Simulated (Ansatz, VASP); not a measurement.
# One calculation of FeO, two programs

```
CELL_PARAMETERS angstrom
1.51882 0.87689 2.51958
-1.51882 0.87689 2.51958
0.00000 -1.75378 2.51958
ATOMIC_POSITIONS crystal
Fe 0.00000 0.00000 0.00000
O 0.50000 0.50000 0.50000
```

Alike in both runs: task single point; functional LDA; k mesh 10 × 10 × 10; occupations fermi-dirac, width 0.15 eV; collinear spin.

```csv
,VASP,Ansatz
version,VASP 6.6.1,Ansatz 0.2.0
potentials or method,"VASP PAW LDA potentials, release 64 (Fe, O), cutoff 520 eV","plane waves, PAW"
valence electrons in the cell,14,22
```

|  | VASP | Ansatz | Ansatz less VASP |
| --- | --- | --- | --- |
| pressure (GPa) | -16.6 | -16.3 | +0.25 |
| traceless stress, the component that is largest in VASP (GPa) | -0.74 | -0.75 | -0.009 |
| net moment per atom (μB) | 1.95 | 1.98 | +0.024 |
| size of the moment on the site where the two differ most (μB) | 3.50 | 3.38 | -0.123 |

LDA's correlation is that of Perdew and Zunger in VASP and of Perdew and Wang (1992) in Ansatz. Site moments also hang on the region over which each program counts them. VASP's potentials hold 14 valence electrons a cell and Ansatz's 22, so a difference there can come from the potentials and not from the codes. Ansatz's warnings: given moment on shells, stress scf threshold loose.
